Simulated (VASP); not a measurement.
# GaSb3 (I4/mmm) in VASP: a series of runs

Runs on GaSb3. Level: PBE+D3(BJ). Tasks: single point.

Everything below comes from runs of VASP 6.6.1. Logs are shortened: lines on timing, memory, paths and dates and some standing lists are left out, and cuts for length are marked.

## (1) The cell of the first run

Symmetry: I4/mmm, No. 139, tetragonal system. Conventional cell: a = 5.791 Å, b = 5.791 Å, c = 5.790 Å, α = 90.00°, β = 90.00°, γ = 90.00°. Ga (site symmetry 4/mmm) has 10 Sb at 2.90 to 3.24 Å within 3.8 Å. Within 3.8 Å of Sb (site symmetry -4m2) lie 6 Sb at 2.90 to 3.24 Å and 4 Ga at 3.24 Å. Sb (site symmetry 4/mmm) has 2 Ga at 2.90 Å and 8 Sb at 3.24 Å within 3.8 Å.

## (2) Single point, PBE+D3(BJ)

Contents of INCAR:

```
PREC = Accurate
ENCUT = 520
EDIFF = 1E-6
ISMEAR = 0
SIGMA = 0.15
LREAL = F
LASPH = T
NELM = 60
ALGO = Normal
ISIF = 2
LWAVE = F
LCHARG = F
GGA = PE
IVDW = 12
NBANDS = 22
```

Contents of KPOINTS:

```
regular mesh
0
Gamma
  12 12 12
```

Contents of POSCAR:

```
GaSb3
1.0
    0.0000000000      4.0948243263      2.8950407987
    4.0948243263      0.0000000000      2.8950407987
    4.0948243263      4.0948243263      0.0000000000
Ga Sb
1 3
Direct
    0.0000000000      0.0000000000      0.0000000000
    0.2500000000      0.2500000000      0.2500000000
    0.7500000000      0.7500000000      0.7500000000
    0.5000000000      0.5000000000      0.5000000000
```

Potentials or basis: VASP PAW PBE potentials, release 64 (Ga_d, Sb).

On the command line:

```sh
$ cat potpaw_PBE.64/Ga_d/POTCAR potpaw_PBE.64/Sb/POTCAR > POTCAR
$ mpirun -np 1 vasp_std > vasp.out
```

OUTCAR:

```text
PREC = Accurate
   ENCUT = 520
   EDIFF = 1E-6
   ISMEAR = 0
   LREAL = F
   LASPH = T
   NELM = 60
   ISIF = 2
   GGA = PE
   IVDW = 12
 IVDW          = 12

 ion  position               nearest neighbor table
   1  0.000  0.000  0.000-   4 2.90   4 2.90   2 3.24   3 3.24   3 3.24   2 3.24   2 3.24   3 3.24
                             3 3.24   2 3.24
   2  0.250  0.250  0.250-   3 2.90   3 2.90   1 3.24   4 3.24   1 3.24   4 3.24   4 3.24   1 3.24
                             4 3.24   1 3.24
   3  0.750  0.750  0.750-   2 2.90   2 2.90   1 3.24   4 3.24   4 3.24   1 3.24   1 3.24   4 3.24
                             4 3.24   1 3.24
   4  0.500  0.500  0.500-   1 2.90   1 2.90   2 3.24   3 3.24   2 3.24   3 3.24   3 3.24   2 3.24
                             3 3.24   2 3.24

  LATTYP: Found a body centered tetragonal cell.
 ALAT       =     5.7909560978
 C/A-ratio  =     0.9998489886

  Lattice vectors:

 A1 = (   0.0000000000,  -4.0948243263,  -2.8950407987)
 A2 = (   0.0000000000,   4.0948243263,  -2.8950407987)
 A3 = (   4.0948243263,   0.0000000000,   2.8950407987)

Analysis of symmetry for initial positions (statically):
=====================================================================
 Subroutine PRICEL returns:
 Original cell was already a primitive cell.

 Routine SETGRP: Setting up the symmetry group for a
 body centered tetragonal supercell.

 Subroutine GETGRP returns: Found 16 space group operations
 (whereof 16 operations were pure point group operations)
 out of a pool of 16 trial point group operations.

The static configuration has the point symmetry D_4h.

Analysis of symmetry for dynamics (positions and initial velocities):
=====================================================================
 Subroutine PRICEL returns:
 Original cell was already a primitive cell.

 Routine SETGRP: Setting up the symmetry group for a
 body centered tetragonal supercell.

 Subroutine GETGRP returns: Found 16 space group operations
 (whereof 16 operations were pure point group operations)
 out of a pool of 16 trial point group operations.

The dynamic configuration has the point symmetry D_4h.

 Subroutine INISYM returns: Found 16 space group operations
 (whereof 16 operations are pure point group operations),
 and found     1 'primitive' translations

----------------------------------------------------------------------------------------

                                     Primitive cell

  volume of cell :      97.0857

  direct lattice vectors                    reciprocal lattice vectors
     0.000000000  4.094824326  2.895040799    -0.122105360  0.122105360  0.172709138
     4.094824326  0.000000000  2.895040799     0.122105360 -0.122105360  0.172709138
     4.094824326  4.094824326  0.000000000     0.122105360  0.122105360 -0.172709138

  length of vectors
     5.014862659  5.014862659  5.790956098     0.244229164  0.244229164  0.244229164

  position of ions in fractional coordinates (direct lattice)
     0.000000000  0.000000000  0.000000000
     0.250000000  0.250000000  0.250000000
     0.750000000  0.750000000  0.750000000
     0.500000000  0.500000000  0.500000000

  ion indices of the primitive-cell ions
   primitive index   ion index
                 1           1
                 2           2
                 3           3
                 4           4

----------------------------------------------------------------------------------------

 KPOINTS: regular mesh

Automatic generation of k-mesh.
 Grid dimensions read from file:
 generate k-points for:   12   12   12

 Generating k-lattice:

  Cartesian coordinates                     Fractional coordinates (reciprocal lattice)
    -0.010175447  0.010175447  0.014392428     0.083333333  0.000000000  0.000000000
     0.010175447 -0.010175447  0.014392428     0.000000000  0.083333333  0.000000000
     0.010175447  0.010175447 -0.014392428    -0.000000000 -0.000000000  0.083333333

  Length of vectors
     0.020352430  0.020352430  0.020352430

  Shift w.r.t. Gamma in fractional coordinates (k-lattice)
     0.000000000  0.000000000  0.000000000

 Subroutine IBZKPT returns following result:
 ===========================================

 Found    163 irreducible k-points:

 Following reciprocal coordinates:
            Coordinates               Weight
  0.000000  0.000000  0.000000      1.000000
  0.083333  0.000000  0.000000      8.000000
  0.166667  0.000000  0.000000      8.000000
  0.250000  0.000000  0.000000      8.000000
  0.333333  0.000000  0.000000      8.000000
  0.416667  0.000000  0.000000      8.000000
[... 16 lines left out ...]
  0.500000  0.166667  0.000000      8.000000
 -0.416667  0.166667  0.000000      8.000000
 [... further k-points ...]
   k-points           NKPTS =    163   k-points in BZ     NKDIM =    163   number of bands    NBANDS=     22
   number of dos      NEDOS =    301   number of ions     NIONS =      4
   total plane-waves  NPLWV =  76800
   dimension x,y,z NGX =    40 NGY =   40 NGZ =   48
   dimension x,y,z NGXF=    80 NGYF=   80 NGZF=   96
   ions per type =               1   3
   NGX,Y,Z   is equivalent  to a cutoff of  13.26, 13.26, 13.78 a.u.
   NGXF,Y,Z  is equivalent  to a cutoff of  26.52, 26.52, 27.56 a.u.
 SYSTEM =  unknown system
   PREC   = accura    normal or accurate (medium, high low for compatibility)
   ISTART =      0    job   : 0-new  1-cont  2-samecut
   ICHARG =      2    charge: 1-file 2-atom 10-const
   ISPIN  =      1    spin polarized calculation?
   LNONCOLLINEAR =      F non collinear calculations
   LSORBIT =      F    spin-orbit coupling
   LASPH  =      T    aspherical Exc in radial PAW
   ENCUT  =  520.0 eV  38.22 Ry    6.18 a.u.   9.32  9.32 10.77*2*pi/ulx,y,z
   NELM   =     60;   NELMIN=  2; NELMDL= -5     # of ELM steps
   EDIFF  = 0.1E-05   stopping-criterion for ELM
   LREAL  =      F    real-space projection
   EDIFFG = 0.1E-04   stopping-criterion for IOM
   NSW    =      0    number of steps for IOM
   IBRION =     -1    ionic relax: 0-MD 1-quasi-New 2-CG
   NFREE  =      0    steps in history (QN), initial steepest desc. (CG)
   ISIF   =      2    stress and relaxation
   ISYM   =      2    0-nonsym 1-usesym 2-fastsym
   POTIM  = 0.5000    time-step for ionic-motion
   TEBEG  =    0.0;   TEEND  =   0.0 temperature during run
   PSTRESS=    0.0 pullay stress
   NELECT =      28.0000    total number of electrons
   NUPDOWN=      -1.0000    fix difference up-down
   EMIN   =  10.00;   EMAX   =-10.00  energy-range for DOS
   EFERMI =   0.00;   METHOD = LEGACY
   ISMEAR =     0;   SIGMA  =   0.15  broadening in eV -4-tet -1-fermi 0-gaus
   EFERMI_NEDOS =   21; number of points for ismear=-14 and -15
   IALGO  =     38    algorithm
   IMIX   =      4    mixing-type and parameters
     AMIX     =   0.40;   BMIX     =  1.00
     AMIX_MAG =   1.60;   BMIX_MAG =  1.00
  volume/ion in A,a.u.               =      24.27       163.79
  Fermi-wavevector in a.u.,A,eV,Ry     =   1.081623  2.043970 15.917558  1.169908
  Thomas-Fermi vector in A             =   2.217644
   LORBIT       =      0    0 simple, 1 ext, 2 COOP (PROOUT), +10 PAW based schemes
   GGA     = PE    functional components
   LHFCALC =     F    Hartree Fock is set to
   AEXX    =    0.0000 exact exchange contribution
   IVDW    =    12    specifies the selected vdW correction
   LEPSILON=     F    determine dielectric tensor
   LRPA    =     F    only Hartree local field effects (RPA)
 non-spin polarized calculation
 Gauss-broadening in eV      SIGMA  =   0.15
  energy-cutoff  :      520.00
  volume of cell :       97.09
 maximum number of plane-waves:      2646
 NGX is ok and might be reduce to    40

 number of electron      28.0000005 magnetization

 Free energy of the ion-electron system (eV)
  ---------------------------------------------------
  ext. energy  EPLUGINS =         0.00000000
  ---------------------------------------------------
  free energy    TOTEN  =       -14.13121336 eV

  energy without entropy =      -14.10455974  energy(sigma->0) =      -14.11788655

 E-fermi :   8.2498     XC(G=0): -10.4446

 val. band max:        8.2349323275   @ k =  -0.1667   0.0833   0.0000
 cond. band min:       8.2578739808   @ k =  -0.3333   0.0833   0.0000
 fundamental gap:      0.0229416533
 Fermi energy:         8.2498005363

 k-point     1 :       0.0000    0.0000    0.0000
  band No.  band energies     occupation
      1      -6.5814      2.00000
      2      -6.5487      2.00000
      3      -6.5486      2.00000
      4      -6.5486      2.00000
      5      -6.5337      2.00000
      6      -4.8105      2.00000
[... 14 lines left out ...]
     21      13.0797      0.00000
     22      16.3334      0.00000

 k-point     2 :       0.0833    0.0000    0.0000
  band No.  band energies     occupation
      1      -6.5809      2.00000
      2      -6.5492      2.00000
      3      -6.5486      2.00000
      4      -6.5485      2.00000
      5      -6.5337      2.00000
      6      -4.7509      2.00000
[... 14 lines left out ...]
     21      13.1332      0.00000
     22      16.5937      0.00000

 k-point     3 :       0.1667    0.0000    0.0000
  band No.  band energies     occupation
      1      -6.5797      2.00000
      2      -6.5506      2.00000
      3      -6.5484      2.00000
      4      -6.5481      2.00000
      5      -6.5334      2.00000
      6      -4.5721      2.00000
[... 14 lines left out ...]
     21      13.2865      0.00000
     22      16.7866      0.00000
[... 476 lines left out ...]
 k-point    23 :       0.5000    0.1667    0.0000
  band No.  band energies     occupation
      1      -6.5804      2.00000
      2      -6.5590      2.00000
      3      -6.5471      2.00000
      4      -6.5470      2.00000
      5      -6.5316      2.00000
      6      -2.7960      2.00000
[... 14 lines left out ...]
     21      13.9034      0.00000
     22      14.3194      0.00000

 k-point    24 :      -0.4167    0.1667    0.0000
  band No.  band energies     occupation
      1      -6.5822      2.00000
      2      -6.5577      2.00000
      3      -6.5471      2.00000
      4      -6.5468      2.00000
      5      -6.5319      2.00000
      6      -3.2129      2.00000
[... 14 lines left out ...]
     21      14.2271      0.00000
     22      15.3645      0.00000

 [... further k-points ...]

------------------------ aborting loop because EDIFF is reached ----------------------------------------

 Edisp (eV)   -1.92706

 E8    (eV) :    -0.8926

  FORCE on cell =-STRESS in cart. coord.  units (eV):
  Direction    XX          YY          ZZ          XY          YZ          ZX
  --------------------------------------------------------------------------------------
  -------------------------------------------------------------------------------------
  Total       0.31720     0.31720     6.74199     0.00000    -0.00000    -0.00000
  in kB       5.23474     5.23474   111.26109     0.00000    -0.00000    -0.00000
  external pressure =       40.58 kB  Pullay stress =        0.00 kB

 VOLUME and BASIS-vectors are now :
 -----------------------------------------------------------------------------
  energy-cutoff  :      520.00
  volume of cell :       97.09
      direct lattice vectors                 reciprocal lattice vectors
     0.000000000  4.094824326  2.895040799    -0.122105360  0.122105360  0.172709138
     4.094824326  0.000000000  2.895040799     0.122105360 -0.122105360  0.172709138
     4.094824326  4.094824326  0.000000000     0.122105360  0.122105360 -0.172709138

 POSITION                                       TOTAL-FORCE (eV/Angst)
 -----------------------------------------------------------------------------------
      0.00000      0.00000      0.00000         0.000000     -0.000000      0.000000
      2.04741      2.04741      1.44752        -0.000000     -0.000000     -0.000000
      6.14224      6.14224      4.34256         0.000000      0.000000     -0.000000
      4.09482      4.09482      2.89504         0.000000     -0.000000      0.000000
 -----------------------------------------------------------------------------------
    total drift:                               -0.000000      0.000000      0.000000

  FREE ENERGIE OF THE ION-ELECTRON SYSTEM (eV)
  ---------------------------------------------------
  free  energy   TOTEN  =       -16.0582744923 eV

  energy  without entropy=      -16.0316208720  energy(sigma->0) =      -16.04494768
```

It took 3.2 min on 1 thread of Intel Xeon Platinum 8559C (Emerald Rapids), shared host; peak memory 0.49 GiB.

What came out:

| Property | Result |
| --- | --- |
| Free energy | -16.0583 eV |
| Pressure | 4.1 GPa |
| Band gap on the k mesh | zero (band 14 reaches 9.77 eV, above the bottom of band 15 at 6.37 eV) |
| Dispersion energy per atom | -0.482 eV |

Stress tensor (GPa, compression positive):
```
 0.52  0.00  0.00
 0.00  0.52  0.00
 0.00  0.00 11.13
```

Levels at points of the mesh, in eV from the Fermi level:
| k point | band 10 | band 11 | band 12 | band 13 | band 14 | band 15 | band 16 | band 17 | band 18 | band 19 |
| --- | --- | --- | --- | --- | --- | --- | --- | --- | --- | --- |
| (0.00, 0.00, 0.00) | -3.69 | -3.50 | -3.50 | -3.16 | -1.46 | -1.46 | -0.67 | -0.67 | 2.13 | 4.79 |
| (0.50, 0.00, 0.00) | -4.22 | -3.24 | -1.26 | -0.92 | -0.52 | -0.11 | 2.04 | 2.31 | 2.75 | 3.57 |
| (0.50, 0.50, 0.00) | -6.01 | -6.01 | -1.28 | -1.11 | 1.03 | 1.03 | 1.84 | 1.84 | 6.09 | 6.17 |
| (0.50, 0.00, 0.50) | -5.18 | -4.81 | -1.27 | -0.45 | -0.31 | -0.14 | 1.73 | 2.93 | 3.15 | 3.42 |

Caveat: spin-orbit coupling is left out, which moves the levels of the heavy elements; pairwise dispersion overbinds metals, which lowers pressure and volume.

## (3) Single point, PBE+D3(BJ)

This run uses another cell than the first one, of the same volume but with other edges.

Contents of INCAR:

```
SYSTEM = GaSb3
  PREC = Accurate
  ENCUT = 520
  EDIFF = 1E-7
  ISMEAR = 0
  SIGMA = 0.15
  LREAL = .False.
  LASPH = .True.
  NELM = 60
  ALGO = Normal
  ISIF = 2
  LWAVE = .False.
  LCHARG = .False.
  GGA = PE
  IVDW = 12
  NBANDS = 22
```

Contents of KPOINTS:

```
Automatic mesh
0
Gamma
  12 12 12
  0 0 0
```

Contents of POSCAR:

```
GaSb3
1.0
    0.0000000000      3.2500642216      4.5955908094
    3.2500642216      0.0000000000      4.5955908094
    3.2500642216      3.2500642216      0.0000000000
Ga Sb
1 3
Direct
    0.0000000000      0.0000000000      0.0000000000
    0.2500000000      0.2500000000      0.2500000000
    0.7500000000      0.7500000000      0.7500000000
    0.5000000000      0.5000000000      0.5000000000
```

Potentials or basis: VASP PAW PBE potentials, release 64 (Ga_d, Sb).

On the command line:

```sh
$ cat potpaw_PBE.64/Ga_d/POTCAR potpaw_PBE.64/Sb/POTCAR > POTCAR
$ mpirun -np 1 vasp_std > vasp.out
```

It took 3.4 min on 1 thread of Intel Xeon Platinum 8559C (Emerald Rapids), shared host; peak memory 0.48 GiB.

It converged, with:

```yaml
Free_energy: -16.2621 eV
Pressure: 1.4 GPa
Band_gap_on_the_k_mesh: zero (band 14 reaches 10.43 eV, above the bottom of band 15 at 7.08 eV)
Dispersion_energy_per_atom: -0.479 eV
```

Stress tensor (GPa, compression positive):
```
1.52 0.00 0.00
0.00 1.52 0.00
0.00 0.00 1.17
```

Levels at points of the mesh, in eV from the Fermi level:
```csv
k point,band 11,band 12,band 13,band 14,band 15,band 16,band 17,band 18
"(0.00, 0.00, 0.00)",-3.34,-3.34,-2.41,-2.41,-1.32,-0.75,1.33,1.33
"(0.50, 0.00, 0.00)",-2.81,-2.61,-2.06,0.07,0.17,0.91,1.07,2.02
"(0.50, 0.50, 0.00)",-4.82,0.73,0.84,1.03,1.03,2.03,2.53,2.53
"(0.50, 0.00, 0.50)",-5.56,-1.72,-1.55,-1.27,-0.54,4.04,4.34,4.39
```

Caveat: spin-orbit coupling is left out, which moves the levels of the heavy elements; pairwise dispersion overbinds metals, which lowers pressure and volume.

(Continued in part 2 of 2.)
